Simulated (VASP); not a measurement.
# Ti8HO16 (a cell with a defect): single point with PBEsol

The system is Ti8HO16 (a cell with a defect).

```
CELL_PARAMETERS angstrom
-4.59124 4.59124 0.00000
4.59124 4.59124 0.00000
0.00000 -4.59124 -5.87803
ATOMIC_POSITIONS crystal
Ti 0.22841 0.74290 0.49429
Ti 0.02159 0.50710 0.00571
Ti 0.76588 0.25139 0.49429
Ti 0.48412 0.99861 0.00571
Ti 0.12500 0.12500 0.25000
Ti 0.84875 0.86228 0.75000
Ti 0.62500 0.62500 0.25000
Ti 0.40125 0.38772 0.75000
O 0.11257 0.82010 0.25049
O 0.86002 0.56388 0.75000
O 0.61208 0.31961 0.24951
O 0.31314 0.08365 0.75000
O 0.69912 0.48265 0.99874
O 0.45038 0.23390 0.50126
O 0.19306 0.98089 0.00239
O 0.94067 0.72850 0.49761
O 0.30933 0.52150 0.00239
O 0.05694 0.26911 0.49761
O 0.79962 0.01610 0.99874
O 0.55088 0.76735 0.50126
O 0.13743 0.42990 0.24951
O 0.93686 0.16635 0.75000
O 0.63792 0.93039 0.25049
O 0.38998 0.68612 0.75000
H 0.12500 0.12500 0.75000
```

* Program: VASP 6.6.1
* Task: single point
* Functional: PBEsol
* Potentials or basis: VASP PAW PBE potentials, release 64 (Ti_sv, O, H)
* Cutoff: 520 eV
* k mesh: 3 × 3 × 3
* Occupations: gaussian, width 0.02 eV
* Spin: no spin polarisation

```yaml
Largest_force: 0.072 eV/Å
```

Forces in eV/Å, atoms in the order of the input:
```
Ti  -0.014  0.030 -0.042
Ti   0.014 -0.030  0.042
Ti   0.014 -0.030 -0.042
Ti  -0.014  0.030  0.042
Ti   0.000  0.000  0.000
Ti  -0.037  0.054  0.000
Ti   0.000  0.000  0.000
Ti   0.037 -0.054  0.000
O    0.027  0.026 -0.006
O    0.010 -0.001  0.000
O    0.027  0.026  0.006
O    0.001  0.002  0.000
O   -0.050  0.040 -0.033
O   -0.050  0.040  0.033
O    0.004 -0.007  0.022
O    0.004 -0.007 -0.022
O   -0.004  0.007  0.022
O   -0.004  0.007 -0.022
O    0.050 -0.040 -0.033
O    0.050 -0.040  0.033
O   -0.027 -0.026  0.006
O   -0.001 -0.002  0.000
O   -0.027 -0.026 -0.006
O   -0.010  0.001  0.000
H    0.000  0.000  0.000
```

Levels at points of the mesh, in eV from the Fermi level:
| k point | band 93 | band 94 | band 95 | band 96 | band 97 | band 98 | band 99 | band 100 |
| --- | --- | --- | --- | --- | --- | --- | --- | --- |
| (0.00, 0.00, 0.00) | -0.52 | -0.48 | -0.33 | -0.15 | 2.08 | 2.30 | 2.53 | 2.66 |

Run time: 20 min on 1 thread of Oxide Virtual Turin-like Processor, on a shared host, peak memory 0.41 GiB.

Caveat: the cell carries a net charge on a neutralising background, which shifts energy and pressure; the cell is charged against a uniform background, so pressure and absolute levels hang on convention; the PAW data sets were made with another functional, which shifts forces and pressure a little.
